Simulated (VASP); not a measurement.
# SiO2 (P6_422) in VASP: further runs

SiO2 is run at these levels: LDA; tasks: single point.

Program: VASP 6.6.1. These are calculated values, not measurements. Logs are shortened: lines on timing, memory, paths and dates and some standing lists are left out, and cuts for length are marked.

## (1) The cell of the first run

It takes space group P6_422 (No. 181, hexagonal). The conventional cell has a = 4.988 Å, b = 4.988 Å, c = 5.591 Å, α = 90.00°, β = 90.00°, γ = 120.00°. Within 2.1 Å of Si (site symmetry 222) lie 4 O at 1.60 Å. Within 2.1 Å of O (site symmetry 2) lie 2 Si at 1.60 Å.

## (2) Single point, LDA (biaxial strain in the a-b plane: -1.0 %, then relaxed in part)

Input file INCAR:

```
PREC = Accurate
ENCUT = 520
EDIFF = 1E-6
ISMEAR = 0
SIGMA = 0.02
LREAL = F
LASPH = T
NELM = 100
ALGO = Normal
ISIF = 2
LWAVE = F
LCHARG = F
GGA = CA
NBANDS = 34
```

Input file KPOINTS:

```
Automatic mesh
0
Gamma
  6 6 4
```

Input file POSCAR:

```
SiO2
1.0
    4.9883114126      0.0000000000      0.0000000000
   -2.4941557063      4.3200044053      0.0000000000
    0.0000000000      0.0000000000      5.5905142079
Si O
3 6
Direct
    0.0000000000      0.5000000000      0.3333333333
    0.5000000000      0.5000000000      0.6666666667
    0.5000000000      0.0000000000      0.0000000000
    0.5864469726      0.7932234863      0.8333333333
    0.7932234863      0.5864469726      0.5000000000
    0.7932234863      0.2067765137      0.1666666667
    0.4135530274      0.2067765137      0.8333333333
    0.2067765137      0.4135530274      0.5000000000
    0.2067765137      0.7932234863      0.1666666667
```

Potentials or basis: VASP PAW LDA potentials, release 64 (Si, O).

On the command line:

```sh
> cat potpaw_LDA.64/Si/POTCAR potpaw_LDA.64/O/POTCAR > POTCAR
> mpirun -np 1 vasp_std > vasp.out
```

OUTCAR:

```text
PREC = Accurate
   ENCUT = 520
   EDIFF = 1E-6
   ISMEAR = 0
   LREAL = F
   LASPH = T
   NELM = 100
   ISIF = 2
   GGA = CA

 ion  position               nearest neighbor table
   1  0.000  0.500  0.333-   6 1.60   9 1.60   8 1.60   5 1.60   3 3.11   3 3.11   2 3.11   2 3.11

   2  0.500  0.500  0.667-   4 1.60   7 1.60   5 1.60   8 1.60   3 3.11   3 3.11   1 3.11   1 3.11

   3  0.500  0.000  0.000-   4 1.60   6 1.60   7 1.60   9 1.60   1 3.11   2 3.11   2 3.11   1 3.11

   4  0.586  0.793  0.833-   2 1.60   3 1.60
   5  0.793  0.586  0.500-   1 1.60   2 1.60
   6  0.793  0.207  0.167-   1 1.60   3 1.60
   7  0.414  0.207  0.833-   2 1.60   3 1.60
   8  0.207  0.414  0.500-   1 1.60   2 1.60
   9  0.207  0.793  0.167-   1 1.60   3 1.60

  LATTYP: Found a hexagonal cell.
 ALAT       =     4.9883114126
 C/A-ratio  =     1.1207227748

  Lattice vectors:

 A1 = (   4.9883114126,   0.0000000000,   0.0000000000)
 A2 = (  -2.4941557063,   4.3200044053,   0.0000000000)
 A3 = (   0.0000000000,   0.0000000000,   5.5905142079)

Analysis of symmetry for initial positions (statically):
=====================================================================
 Subroutine PRICEL returns:
 Original cell was already a primitive cell.

 Routine SETGRP: Setting up the symmetry group for a
 hexagonal supercell.

 Subroutine GETGRP returns: Found 12 space group operations
 (whereof  4 operations were pure point group operations)
 out of a pool of 24 trial point group operations.

The static configuration has the point symmetry D_2 .
 The point group associated with its full space group is D_6 .

Analysis of symmetry for dynamics (positions and initial velocities):
=====================================================================
 Subroutine PRICEL returns:
 Original cell was already a primitive cell.

 Routine SETGRP: Setting up the symmetry group for a
 hexagonal supercell.

 Subroutine GETGRP returns: Found 12 space group operations
 (whereof  4 operations were pure point group operations)
 out of a pool of 24 trial point group operations.

The dynamic configuration has the point symmetry D_2 .
 The point group associated with its full space group is D_6 .

 Subroutine INISYM returns: Found 12 space group operations
 (whereof  4 operations are pure point group operations),
 and found     1 'primitive' translations

----------------------------------------------------------------------------------------

                                     Primitive cell

  volume of cell :     120.4729

  direct lattice vectors                    reciprocal lattice vectors
     4.988311413  0.000000000  0.000000000     0.200468639  0.115740623  0.000000000
    -2.494155706  4.320004405  0.000000000     0.000000000  0.231481245  0.000000000
     0.000000000  0.000000000  5.590514208     0.000000000  0.000000000  0.178874422

  length of vectors
     4.988311413  4.988311413  5.590514208     0.231481245  0.231481245  0.178874422

  position of ions in fractional coordinates (direct lattice)
     0.000000000  0.500000000  0.333333333
     0.500000000  0.500000000  0.666666667
     0.500000000  0.000000000  0.000000000
     0.586446973  0.793223486  0.833333333
     0.793223486  0.586446973  0.500000000
     0.793223486  0.206776514  0.166666667
     0.413553027  0.206776514  0.833333333
     0.206776514  0.413553027  0.500000000
     0.206776514  0.793223486  0.166666667

  ion indices of the primitive-cell ions
   primitive index   ion index
                 1           1
                 2           2
                 3           3
                 4           4
                 5           5
                 6           6
                 7           7
                 8           8
                 9           9

----------------------------------------------------------------------------------------

 KPOINTS: Automatic mesh

Automatic generation of k-mesh.
 Grid dimensions read from file:
 generate k-points for:    6    6    4

 Generating k-lattice:

  Cartesian coordinates                     Fractional coordinates (reciprocal lattice)
     0.033411440  0.019290104  0.000000000     0.166666667  0.000000000  0.000000000
     0.000000000  0.038580208  0.000000000     0.000000000  0.166666667  0.000000000
     0.000000000  0.000000000  0.044718606     0.000000000  0.000000000  0.250000000

  Length of vectors
     0.038580208  0.038580208  0.044718606

  Shift w.r.t. Gamma in fractional coordinates (k-lattice)
     0.000000000  0.000000000  0.000000000

 Subroutine IBZKPT returns following result:
 ===========================================

 Found     21 irreducible k-points:

 Following reciprocal coordinates:
            Coordinates               Weight
  0.000000  0.000000  0.000000      1.000000
  0.166667  0.000000  0.000000      6.000000
  0.333333  0.000000  0.000000      6.000000
  0.500000 -0.000000  0.000000      3.000000
  0.166667  0.166667  0.000000      6.000000
  0.333333  0.166667  0.000000     12.000000
[... 13 lines left out ...]
  0.333333  0.166667  0.500000     12.000000
  0.333333  0.333333  0.500000      2.000000
   k-points           NKPTS =     21   k-points in BZ     NKDIM =     21   number of bands    NBANDS=     34
   number of dos      NEDOS =    301   number of ions     NIONS =      9
   total plane-waves  NPLWV =  67200
   dimension x,y,z NGX =    40 NGY =   40 NGZ =   42
   dimension x,y,z NGXF=    80 NGYF=   80 NGZF=   84
   ions per type =               3   6
   NGX,Y,Z   is equivalent  to a cutoff of  13.33, 13.33, 12.49 a.u.
   NGXF,Y,Z  is equivalent  to a cutoff of  26.66, 26.66, 24.98 a.u.
 SYSTEM =  unknown system
   PREC   = accura    normal or accurate (medium, high low for compatibility)
   ISTART =      0    job   : 0-new  1-cont  2-samecut
   ICHARG =      2    charge: 1-file 2-atom 10-const
   ISPIN  =      1    spin polarized calculation?
   LNONCOLLINEAR =      F non collinear calculations
   LSORBIT =      F    spin-orbit coupling
   LASPH  =      T    aspherical Exc in radial PAW
   ENCUT  =  520.0 eV  38.22 Ry    6.18 a.u.   9.27  9.27 10.39*2*pi/ulx,y,z
   NELM   =    100;   NELMIN=  2; NELMDL= -5     # of ELM steps
   EDIFF  = 0.1E-05   stopping-criterion for ELM
   LREAL  =      F    real-space projection
   EDIFFG = 0.1E-04   stopping-criterion for IOM
   NSW    =      0    number of steps for IOM
   IBRION =     -1    ionic relax: 0-MD 1-quasi-New 2-CG
   NFREE  =      0    steps in history (QN), initial steepest desc. (CG)
   ISIF   =      2    stress and relaxation
   ISYM   =      2    0-nonsym 1-usesym 2-fastsym
   POTIM  = 0.5000    time-step for ionic-motion
   TEBEG  =    0.0;   TEEND  =   0.0 temperature during run
   PSTRESS=    0.0 pullay stress
   NELECT =      48.0000    total number of electrons
   NUPDOWN=      -1.0000    fix difference up-down
   EMIN   =  10.00;   EMAX   =-10.00  energy-range for DOS
   EFERMI =   0.00;   METHOD = LEGACY
   ISMEAR =     0;   SIGMA  =   0.02  broadening in eV -4-tet -1-fermi 0-gaus
   EFERMI_NEDOS =   21; number of points for ismear=-14 and -15
   IALGO  =     38    algorithm
   IMIX   =      4    mixing-type and parameters
     AMIX     =   0.40;   BMIX     =  1.00
     AMIX_MAG =   1.60;   BMIX_MAG =  1.00
  volume/ion in A,a.u.               =      13.39        90.33
  Fermi-wavevector in a.u.,A,eV,Ry     =   1.204644  2.276447 19.744330  1.451167
  Thomas-Fermi vector in A             =   2.340363
   LORBIT       =      0    0 simple, 1 ext, 2 COOP (PROOUT), +10 PAW based schemes
   GGA     = CA    functional components
   LHFCALC =     F    Hartree Fock is set to
   AEXX    =    0.0000 exact exchange contribution
   IVDW    =     0    specifies the selected vdW correction
   LEPSILON=     F    determine dielectric tensor
   LRPA    =     F    only Hartree local field effects (RPA)
 non-spin polarized calculation
 Gauss-broadening in eV      SIGMA  =   0.02
  energy-cutoff  :      520.00
  volume of cell :      120.47
 maximum number of plane-waves:      3284
 NGX is ok and might be reduce to    40
   NGX = 19   NGY = 19   NGZ = 21

 number of electron      47.9999969 magnetization

 Free energy of the ion-electron system (eV)
  ---------------------------------------------------
  ext. energy  EPLUGINS =         0.00000000
  ---------------------------------------------------
  free energy    TOTEN  =       -77.79571640 eV

  energy without entropy =      -77.79571640  energy(sigma->0) =      -77.79571640

 E-fermi :   0.6343     XC(G=0):  -9.4041

 val. band max:        0.4504932573   @ k =   0.0000   0.0000   0.5000
 cond. band min:       5.9381481718   @ k =   0.0000   0.0000   0.0000
 fundamental gap:      5.4876549145
 Fermi energy:         0.6343051709

 k-point     1 :       0.0000    0.0000    0.0000
  band No.  band energies     occupation
      1     -18.8386      2.00000
      2     -17.3312      2.00000
      3     -17.3312      2.00000
      4     -16.6157      2.00000
      5     -16.6016      2.00000
      6     -16.6016      2.00000
[... 26 lines left out ...]
     33      13.6291      0.00000
     34      13.6456      0.00000

 k-point     2 :       0.1667    0.0000    0.0000
  band No.  band energies     occupation
      1     -18.7596      2.00000
      2     -17.4259      2.00000
      3     -17.3205      2.00000
      4     -16.6338      2.00000
      5     -16.6144      2.00000
      6     -16.6111      2.00000
[... 26 lines left out ...]
     33      13.2377      0.00000
     34      13.5391      0.00000
[... 664 lines left out ...]
     33      11.7043      0.00000
     34      11.8721      0.00000

 k-point    21 :       0.3333    0.3333    0.5000
  band No.  band energies     occupation
      1     -18.3094      2.00000
      2     -17.6237      2.00000
      3     -17.6237      2.00000
      4     -16.6680      2.00000
      5     -16.6680      2.00000
      6     -16.6546      2.00000
[... 26 lines left out ...]
     33      11.7230      0.00000
     34      11.7295      0.00000

------------------------ aborting loop because EDIFF is reached ----------------------------------------

  FORCE on cell =-STRESS in cart. coord.  units (eV):
  Direction    XX          YY          ZZ          XY          YZ          ZX
  --------------------------------------------------------------------------------------
  -------------------------------------------------------------------------------------
  Total        1.4854475      1.4854475      0.5100474     -0.0000000      0.0000000      0.0000000
  in kB       19.7550616     19.7550616      6.7831533     -0.0000000      0.0000000      0.0000000
  external PRESSURE =      15.4310921 kB  Pullay stress =       0.0000000 kB

 VOLUME and BASIS-vectors are now :
 -----------------------------------------------------------------------------
  energy-cutoff  :      520.00
  volume of cell :      120.47
      direct lattice vectors                 reciprocal lattice vectors
     4.988311413  0.000000000  0.000000000     0.200468639  0.115740623  0.000000000
    -2.494155706  4.320004405  0.000000000     0.000000000  0.231481245  0.000000000
     0.000000000  0.000000000  5.590514208     0.000000000  0.000000000  0.178874422

 POSITION                                       TOTAL-FORCE (eV/Angst)
 -----------------------------------------------------------------------------------
     -1.24708      2.16000      1.86350        -0.000000      0.000000      0.000000
      1.24708      2.16000      3.72701        -0.000000      0.000000     -0.000000
      2.49416      0.00000      0.00000        -0.000000      0.000000      0.000000
      0.94696      3.42673      4.65876         0.006894      0.003980      0.000000
      2.49416      2.53345      2.79526        -0.000000      0.007960     -0.000000
      3.44111      0.89328      0.93175         0.006894     -0.003980      0.000000
      1.54720      0.89328      4.65876        -0.006894     -0.003980      0.000000
      0.00000      1.78655      2.79526        -0.000000     -0.007960      0.000000
     -0.94696      3.42673      0.93175        -0.006894      0.003980      0.000000
 -----------------------------------------------------------------------------------
    total drift:                                0.000000     -0.000000     -0.000001

  FREE ENERGIE OF THE ION-ELECTRON SYSTEM (eV)
  ---------------------------------------------------
  free  energy   TOTEN  =       -77.7957163988 eV

  energy  without entropy=      -77.7957163988  energy(sigma->0) =      -77.79571640
```

Run time: 49 s. Hardware: 1 thread of AMD EPYC 9R14 (Zen 4), shared host; peak memory 0.19 GiB.

Results:

* Free energy: -77.7957 eV
* Pressure: 1.5 GPa
* Largest force: 0.008 eV/Å
* Band gap on the k mesh: 5.49 eV, indirect (least direct gap 5.63 eV)

Forces on the atoms (eV/Å):
```
Si   0.000  0.000  0.000
Si   0.000  0.000  0.000
Si   0.000  0.000  0.000
O    0.007  0.004  0.000
O    0.000  0.008  0.000
O    0.007 -0.004  0.000
O   -0.007 -0.004  0.000
O    0.000 -0.008  0.000
O   -0.007  0.004  0.000
```

Caveat: the cell differs from its parent crystal (biaxial strain in the a-b plane: -1.0 %, then relaxed in part).

## (3) Single point, LDA

Input file INCAR:

```
SYSTEM = SiO2
PREC     = Accurate       ! precision mode
ENCUT    = 520            ! plane-wave cutoff, eV
EDIFF    = 1E-7           ! SCF threshold, eV
ISMEAR   = 0              ! smearing method
SIGMA    = 0.02           ! smearing width, eV
LREAL    = .False.        ! projectors in reciprocal space
LASPH    = .True.         ! aspherical terms in the spheres
NELM     = 80             ! most SCF steps
ALGO     = Normal         ! electronic algorithm
ISIF     = 2              ! what is computed and relaxed
LWAVE    = .False.        ! write WAVECAR
LCHARG   = .True.         ! write CHGCAR
GGA      = CA             ! functional
LELF     = .True.         ! ELF
LVHAR    = .True.       
NBANDS   = 34             ! bands
```

Input file KPOINTS:

```
Automatic mesh
0
Gamma
  6 6 4
  0 0 0
```

POSCAR is that of step 2.

Potentials or basis: VASP PAW LDA potentials, release 64 (Si, O).

On the command line:

```sh
> cat potpaw_LDA.64/Si/POTCAR potpaw_LDA.64/O/POTCAR > POTCAR
> mpirun -np 1 vasp_std > vasp.out
```

It took 56 s on 1 thread of AMD EPYC 9R14 (Zen 4), shared host; peak memory 0.19 GiB.

It converged, with:

```
Free energy            : -77.7957 eV
Pressure               : 1.5 GPa
Largest force          : 0.008 eV/Å
Band gap on the k mesh : 5.49 eV, indirect (least direct gap 5.63 eV)
```

Forces in eV/Å, atoms in the order of the input:
```
Si   0.000  0.000  0.000
Si   0.000  0.000  0.000
Si   0.000  0.000  0.000
O    0.007  0.004  0.000
O    0.000  0.008  0.000
O    0.007 -0.004  0.000
O   -0.007 -0.004  0.000
O    0.000 -0.008  0.000
O   -0.007  0.004  0.000
```

Stress tensor (GPa, compression positive):
```
1.98 0.00 0.00
0.00 1.98 0.00
0.00 0.00 0.68
```

Levels at points of the mesh, in eV from the valence-band top:
```tsv
k point	band 22	band 23	band 24	band 25	band 26	band 27
(0.00, 0.00, 0.00)	-0.51	-0.51	-0.15	5.49	8.71	8.71
(0.50, 0.00, 0.00)	-1.06	-0.41	-0.02	7.54	8.42	9.39
(0.00, 0.00, 0.50)	-0.35	0.00	0.00	7.30	7.30	8.10
(0.50, 0.00, 0.50)	-0.79	-0.75	-0.35	8.63	8.90	9.01
```

A k mesh can miss the band edges. LDA gaps usually lie below the measured ones, often by a third to a half.

(Continued in part 2 of 2.)
